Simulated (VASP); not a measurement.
Write the native input for VASP 6.6.1 that does the following.

```
Task                   : single point
Functional             : PBEsol
Potentials or basis    : VASP PAW PBE potentials, release 64 (Ga_d, N)
Cutoff                 : 520 eV
k mesh                 : 8 × 8 × 6
Occupations            : gaussian, width 0.05 eV
Spin                   : no spin polarisation
Dipole correction      : no
Further INCAR settings : ALGO = Normal; EDIFF = 1e-06; NBANDS = 26
```

The structure of GaN lies in POSCAR:

```
GaN
1.0
    0.0000000000     -2.2490913701     -2.3091421097
    0.0000000000      2.2490913701     -2.3091421097
    4.6182842193      0.0000000000      0.0000000000
Ga N
2 2
Direct
    0.4984372640      0.4984372640      0.5000000000
    0.0015627360      0.0015627360      0.0000000000
    0.0128940960      0.4871059040      0.2500000000
    0.4871059040      0.0128940960      0.7500000000
```

These files were run (other wordings do the same):

INCAR

```
SYSTEM = GaN
  ALGO = Normal
  EDIFF = 1E-6
  ENCUT = 520
  GGA = PS
  ISIF = 2
  ISMEAR = 0
  LASPH = .True.
  LCHARG = .True.
  LELF = .True.
  LREAL = .False.
  LVHAR = .True.
  LWAVE = .False.
  NBANDS = 26
  NELM = 80
  PREC = Accurate
  SIGMA = 0.05
```

KPOINTS

```
k-points
0
Gamma
  8 8 6
  0 0 0
```

Potentials or basis: VASP PAW PBE potentials, release 64 (Ga_d, N).

Launch:

```console
$ cat potpaw_PBE.64/Ga_d/POTCAR potpaw_PBE.64/N/POTCAR > POTCAR
$ mpirun -np 1 vasp_std > vasp.out
```

It gave:

| Quantity | Value |
| --- | --- |
| Pressure | -8.6 GPa |
| Largest force | 0.899 eV/Å |
| Band gap on the k mesh | 1.31 eV |

Caveat: the PAW data sets were made with another functional, which shifts forces and pressure a little.

Run time: 70 s on 1 thread of Intel(R) Xeon(R) Platinum 8488C (Sapphire Rapids), with other jobs on the host, peak memory 0.21 GiB.
